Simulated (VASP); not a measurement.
# Ta (I4/mmm) in VASP: further runs

Runs on Ta. Level: PBEsol. Tasks: single point.

All numbers are computed with VASP 6.6.1; they aren't measurements. Logs are shortened: lines on timing, memory, paths and dates and some standing lists are left out, and cuts for length are marked.

### Step 1. The cell of the first run

It takes space group I4/mmm (No. 139, tetragonal). The conventional cell has a = 2.917 Å, b = 2.917 Å, c = 3.650 Å, α = 90.00°, β = 90.00°, γ = 90.00°. Within 3.7 Å of Ta (site symmetry 4/mmm) lie 14 Ta at 2.75 to 3.65 Å.

### Step 2. Single point, PBEsol (15.53 Å³/atom)

INCAR

```
SYSTEM = Ta
ALGO = Fast
EDIFF = 1E-6
ENCUT = 520
GGA = PS
ISIF = 2
ISMEAR = 0
LASPH = .TRUE.
LCHARG = .TRUE.
LELF = .TRUE.
LREAL = .FALSE.
LVHAR = .TRUE.
LWAVE = .FALSE.
NBANDS = 12
NELM = 60
PREC = Accurate
SIGMA = 0.15
```

KPOINTS

```
k-points
0
G
  22 22 22
  0 0 0
```

POSCAR

```
Ta
1.0
   -1.4586283002      1.4586283002      1.8251815920
    1.4586283002     -1.4586283002      1.8251815920
    1.4586283002      1.4586283002     -1.8251815920
Ta
1
Direct
    0.0000000000      0.0000000000      0.0000000000
```

Potentials or basis: VASP PAW PBE potentials, release 64 (Ta_pv).

Command:

```console
$ cat potpaw_PBE.64/Ta_pv/POTCAR > POTCAR
$ mpirun -np 1 vasp_std > vasp.out
```

OUTCAR:

```text
SYSTEM = Ta
   EDIFF = 1E-6
   ENCUT = 520
   GGA = PS
   ISIF = 2
   ISMEAR = 0
   LASPH = .TRUE.
   LREAL = .FALSE.
   NELM = 60
   PREC = Accurate

 ion  position               nearest neighbor table
   1  0.000  0.000  0.000-

  LATTYP: Found a body centered tetragonal cell.
 ALAT       =     2.9172566004
 C/A-ratio  =     1.2513000000

  Lattice vectors:

 A1 = (  -1.4586283002,   1.4586283002,   1.8251815920)
 A2 = (   1.4586283002,  -1.4586283002,   1.8251815920)
 A3 = (   1.4586283002,   1.4586283002,  -1.8251815920)

Analysis of symmetry for initial positions (statically):
=====================================================================
 Subroutine PRICEL returns:
 Original cell was already a primitive cell.

 Routine SETGRP: Setting up the symmetry group for a
 body centered tetragonal supercell.

 Subroutine GETGRP returns: Found 16 space group operations
 (whereof 16 operations were pure point group operations)
 out of a pool of 16 trial point group operations.

The static configuration has the point symmetry D_4h.

Analysis of symmetry for dynamics (positions and initial velocities):
=====================================================================
 Subroutine PRICEL returns:
 Original cell was already a primitive cell.

 Routine SETGRP: Setting up the symmetry group for a
 body centered tetragonal supercell.

 Subroutine GETGRP returns: Found 16 space group operations
 (whereof 16 operations were pure point group operations)
 out of a pool of 16 trial point group operations.

The dynamic configuration has the point symmetry D_4h.

 Subroutine INISYM returns: Found 16 space group operations
 (whereof 16 operations are pure point group operations),
 and found     1 'primitive' translations

----------------------------------------------------------------------------------------

                                     Primitive cell

  volume of cell :      15.5330

  direct lattice vectors                    reciprocal lattice vectors
    -1.458628300  1.458628300  1.825181592     0.000000000  0.342787810  0.273945345
     1.458628300 -1.458628300  1.825181592     0.342787810  0.000000000  0.273945345
     1.458628300  1.458628300 -1.825181592     0.342787810  0.342787810  0.000000000

  length of vectors
     2.754356709  2.754356709  2.754356709     0.438804665  0.438804665  0.484775169

  position of ions in fractional coordinates (direct lattice)
     0.000000000  0.000000000  0.000000000

  ion indices of the primitive-cell ions
   primitive index   ion index
[... 82 lines left out ...]
   TEBEG  =    0.0;   TEEND  =   0.0 temperature during run
   PSTRESS=    0.0 pullay stress
   NELECT =      11.0000    total number of electrons
   NUPDOWN=      -1.0000    fix difference up-down
   EMIN   =  10.00;   EMAX   =-10.00  energy-range for DOS
   EFERMI =   0.00;   METHOD = LEGACY
   ISMEAR =     0;   SIGMA  =   0.15  broadening in eV -4-tet -1-fermi 0-gaus
   EFERMI_NEDOS =   21; number of points for ismear=-14 and -15
   IALGO  =     68    algorithm
   IMIX   =      4    mixing-type and parameters
     AMIX     =   0.40;   BMIX     =  1.00
     AMIX_MAG =   1.60;   BMIX_MAG =  1.00
  volume/ion in A,a.u.               =      15.53       104.82
  Fermi-wavevector in a.u.,A,eV,Ry     =   1.459219  2.757525 28.971177  2.129321
  Thomas-Fermi vector in A             =   2.575812
   LORBIT       =      0    0 simple, 1 ext, 2 COOP (PROOUT), +10 PAW based schemes
   GGA     = PS    functional components
   LHFCALC =     F    Hartree Fock is set to
   AEXX    =    0.0000 exact exchange contribution
   IVDW    =     0    specifies the selected vdW correction
   LEPSILON=     F    determine dielectric tensor
   LRPA    =     F    only Hartree local field effects (RPA)
 non-spin polarized calculation
 RMM-DIIS sequential band-by-band and
 Gauss-broadening in eV      SIGMA  =   0.15
  energy-cutoff  :      520.00
  volume of cell :       15.53
 maximum number of plane-waves:       434
   NGX = 11   NGY = 11   NGZ = 11

 number of electron      10.9999997 magnetization

 Free energy of the ion-electron system (eV)
  ---------------------------------------------------
  ext. energy  EPLUGINS =         0.00000000
  ---------------------------------------------------
  free energy    TOTEN  =       -12.10620559 eV

  energy without entropy =      -12.09409840  energy(sigma->0) =      -12.10015200

 E-fermi :   6.8932     XC(G=0): -13.5048

 val. band max:        6.8918694841   @ k =  -0.1818   0.4545   0.0455
 cond. band min:       6.8961369440   @ k =  -0.4091   0.4091   0.2727
 fundamental gap:      0.0042674599
 Fermi energy:         6.8931656407

 k-point     1 :       0.0000    0.0000    0.0000
  band No.  band energies     occupation
      1     -25.8405      2.00000
      2     -25.8310      2.00000
      3     -25.8310      2.00000
      4      -1.8838      2.00000
      5       6.9047      0.91326
      6       6.9047      0.91326
      7       8.6317      0.00000
      8       9.7547      0.00000
      9      12.1442      0.00000
     10      20.3410      0.00000
     11      21.7416      0.00000
     12      24.3747      0.00000
[... 331 lines left out ...]
 k-point    24 :      -0.4545    0.0455   -0.0000
  band No.  band energies     occupation
      1     -27.6615      2.00000
      2     -26.2243      2.00000
      3     -25.9501      2.00000
      4       1.6241      2.00000
      5       6.0135      2.00000
      6       7.7940      0.00000
      7       8.6330      0.00000
      8      13.3742      0.00000
      9      14.5059      0.00000
     10      19.4370      0.00000
     11      21.0346      0.00000
     12      21.8106      0.00000

 [... further k-points ...]

------------------------ aborting loop because EDIFF is reached ----------------------------------------

  FORCE on cell =-STRESS in cart. coord.  units (eV):
  Direction    XX          YY          ZZ          XY          YZ          ZX
  --------------------------------------------------------------------------------------
  -------------------------------------------------------------------------------------
  Total        4.7264054      4.7264054      2.1634215      0.0000000      0.0000000      0.0000000
  in kB      487.5130088    487.5130088    223.1497429      0.0000000      0.0000000      0.0000000
  external PRESSURE =     399.3919202 kB  Pullay stress =       0.0000000 kB

 VOLUME and BASIS-vectors are now :
 -----------------------------------------------------------------------------
  energy-cutoff  :      520.00
  volume of cell :       15.53
      direct lattice vectors                 reciprocal lattice vectors
    -1.458628300  1.458628300  1.825181592     0.000000000  0.342787810  0.273945345
     1.458628300 -1.458628300  1.825181592     0.342787810  0.000000000  0.273945345
     1.458628300  1.458628300 -1.825181592     0.342787810  0.342787810  0.000000000

 POSITION                                       TOTAL-FORCE (eV/Angst)
 -----------------------------------------------------------------------------------
      0.00000      0.00000      0.00000         0.000000      0.000000     -0.000000
 -----------------------------------------------------------------------------------
    total drift:                                0.000000     -0.000000      0.000000

  FREE ENERGIE OF THE ION-ELECTRON SYSTEM (eV)
  ---------------------------------------------------
  free  energy   TOTEN  =       -12.1062055874 eV

  energy  without entropy=      -12.0940984027  energy(sigma->0) =      -12.10015200
```

OSZICAR:

```text
N       E                     dE             d eps       ncg     rms          rms(c)
DAV:   1     0.609168600818E+02    0.60917E+02   -0.61530E+03 20096   0.902E+02
DAV:   2    -0.115617409637E+02   -0.72479E+02   -0.70518E+02 22232   0.250E+02
DAV:   3    -0.125169887557E+02   -0.95525E+00   -0.94629E+00 23800   0.270E+01
DAV:   4    -0.125189899111E+02   -0.20012E-02   -0.20010E-02 21736   0.137E+00
DAV:   5    -0.125189948168E+02   -0.49057E-05   -0.49063E-05 23228   0.649E-02    0.177E+01
RMM:   6    -0.122157964551E+02    0.30320E+00   -0.18320E-01 21407   0.358E+00    0.911E+00
RMM:   7    -0.121072317039E+02    0.10856E+00   -0.21914E-01 22727   0.383E+00    0.321E-01
RMM:   8    -0.121061541823E+02    0.10775E-02   -0.82752E-03 24797   0.927E-01    0.269E-01
RMM:   9    -0.121062288225E+02   -0.74640E-04   -0.75892E-04 25560   0.290E-01    0.457E-02
RMM:  10    -0.121062090671E+02    0.19755E-04   -0.90673E-05 25395   0.105E-01    0.675E-03
RMM:  11    -0.121062055673E+02    0.34999E-05   -0.12296E-05 24180   0.413E-02    0.542E-03
RMM:  12    -0.121062055874E+02   -0.20180E-07   -0.17144E-06 20819   0.150E-02
   1 F= -.12106206E+02 E0= -.12100152E+02  d E =-.121072E-01
```

It took 2.3 min on 1 thread of Intel Xeon 8259CL, shared host; peak memory 0.26 GiB.

What came out:

```yaml
Free_energy: -12.1062 eV
Pressure: 39.9 GPa
Band_gap_on_the_k_mesh: zero (an odd number of electrons rules out a gap without spin polarisation)
```

Stress tensor (GPa, compression positive):
```
48.75  0.00  0.00
 0.00 48.75  0.00
 0.00  0.00 22.31
```

Caveat: the stress differs along the axes, from 22 to 49 GPa; the PAW data sets were made with another functional, which shifts forces and pressure a little; spin-orbit coupling is left out, which moves the levels of the heavy elements.

### Step 3. Single point, PBEsol (15.53 Å³/atom)

INCAR

```
SYSTEM = Ta
ALGO = Fast
EDIFF = 1E-6
ENCUT = 520
GGA = PS
ISIF = 2
ISMEAR = 0
LASPH = .True.
LCHARG = .False.
LREAL = .False.
LWAVE = .False.
NBANDS = 12
NELM = 80
PREC = Accurate
SIGMA = 0.15
```

KPOINTS

```
k-points
0
Gamma
  22 22 22
  0 0 0
```

POSCAR

```
Ta
1.0
   -1.5331309678      1.5331309678      1.6521019309
    1.5331309678     -1.5331309678      1.6521019309
    1.5331309678      1.5331309678     -1.6521019309
Ta
1
Direct
    0.0000000000      0.0000000000      0.0000000000
```

Potentials or basis: VASP PAW PBE potentials, release 64 (Ta_pv).

Command:

```console
$ cat potpaw_PBE.64/Ta_pv/POTCAR > POTCAR
$ mpirun -np 1 vasp_std > vasp.out
```

OUTCAR:

```text
SYSTEM = Ta
   EDIFF = 1E-6
   ENCUT = 520
   GGA = PS
   ISIF = 2
   ISMEAR = 0
   LASPH = .True.
   LREAL = .False.
   NELM = 80
   PREC = Accurate

 ion  position               nearest neighbor table
   1  0.000  0.000  0.000-

  LATTYP: Found a body centered tetragonal cell.
 ALAT       =     3.0662619356
 C/A-ratio  =     1.0776000000

  Lattice vectors:

 A1 = (  -1.5331309678,   1.5331309678,   1.6521019309)
 A2 = (   1.5331309678,  -1.5331309678,   1.6521019309)
 A3 = (   1.5331309678,   1.5331309678,  -1.6521019309)

Analysis of symmetry for initial positions (statically):
=====================================================================
 Subroutine PRICEL returns:
 Original cell was already a primitive cell.

 Routine SETGRP: Setting up the symmetry group for a
 body centered tetragonal supercell.

 Subroutine GETGRP returns: Found 16 space group operations
 (whereof 16 operations were pure point group operations)
 out of a pool of 16 trial point group operations.

The static configuration has the point symmetry D_4h.

[... 168 lines left out ...]
      1     -25.8456      2.00000
      2     -25.8351      2.00000
      3     -25.8351      2.00000
      4      -1.8862      2.00000
      5       6.9777      0.00058
      6       6.9777      0.00058
      7       8.0514      0.00000
      8      10.2749      0.00000
      9      11.7795      0.00000
     10      21.4402      0.00000
     11      22.8906      0.00000
     12      22.8906      0.00000
[... 331 lines left out ...]
 k-point    24 :      -0.4545    0.0455    0.0000
  band No.  band energies     occupation
      1     -27.6575      2.00000
      2     -26.3700      2.00000
      3     -25.8653      2.00000
      4       1.6015      2.00000
      5       5.0343      2.00000
      6       8.0497      0.00000
      7      10.3540      0.00000
      8      12.4626      0.00000
      9      15.1100      0.00000
     10      19.8142      0.00000
     11      20.9565      0.00000
     12      21.8282      0.00000

 [... further k-points ...]

------------------------ aborting loop because EDIFF is reached ----------------------------------------

  FORCE on cell =-STRESS in cart. coord.  units (eV):
  Direction    XX          YY          ZZ          XY          YZ          ZX
  --------------------------------------------------------------------------------------
  -------------------------------------------------------------------------------------
  Total        3.8269450      3.8269450      2.5678789      0.0000000      0.0000000      0.0000000
  in kB      394.7366624    394.7366624    264.8681747      0.0000000      0.0000000      0.0000000
  external PRESSURE =     351.4471665 kB  Pullay stress =       0.0000000 kB

 VOLUME and BASIS-vectors are now :
 -----------------------------------------------------------------------------
  energy-cutoff  :      520.00
  volume of cell :       15.53
      direct lattice vectors                 reciprocal lattice vectors
    -1.533130968  1.533130968  1.652101931     0.000000000  0.326129998  0.302644765
     1.533130968 -1.533130968  1.652101931     0.326129998  0.000000000  0.302644765
     1.533130968  1.533130968 -1.652101931     0.326129998  0.326129998  0.000000000

 POSITION                                       TOTAL-FORCE (eV/Angst)
 -----------------------------------------------------------------------------------
      0.00000      0.00000      0.00000         0.000000     -0.000000     -0.000000
 -----------------------------------------------------------------------------------
    total drift:                                0.000000     -0.000000      0.000000

  FREE ENERGIE OF THE ION-ELECTRON SYSTEM (eV)
  ---------------------------------------------------
  free  energy   TOTEN  =       -12.3174924481 eV

  energy  without entropy=      -12.3052303863  energy(sigma->0) =      -12.31136142
```

stdout:

```text
POSCAR found type information on POSCAR Ta
 POSCAR found :  1 types and       1 ions
 scaLAPACK will be used
 -----------------------------------------------------------------------------
|                                                                             |
|                                                                             |
|     You enforced a specific xc type in the INCAR file but a different       |
|     I HOPE YOU KNOW WHAT YOU ARE DOING!                                     |
|                                                                             |
 -----------------------------------------------------------------------------

 LDA part: xc-table for (Slater+PW92), standard interpolation
 POSCAR, INCAR and KPOINTS ok, starting setup
 FFT: planning ... GRIDC
 FFT: planning ... GRID_SOFT
 FFT: planning ... GRID
 WAVECAR not read
 entering main loop
```

It took 3.3 min on 1 thread of Intel Xeon 8259CL, shared host; peak memory 0.25 GiB.

Results:

```yaml
Free_energy: -12.3175 eV
Pressure: 35.1 GPa
Band_gap_on_the_k_mesh: zero (an odd number of electrons rules out a gap without spin polarisation)
```

Caveat: the stress differs along the axes, from 26 to 39 GPa; the PAW data sets were made with another functional, which shifts forces and pressure a little; spin-orbit coupling is left out, which moves the levels of the heavy elements.

(Continued in part 2 of 2.)
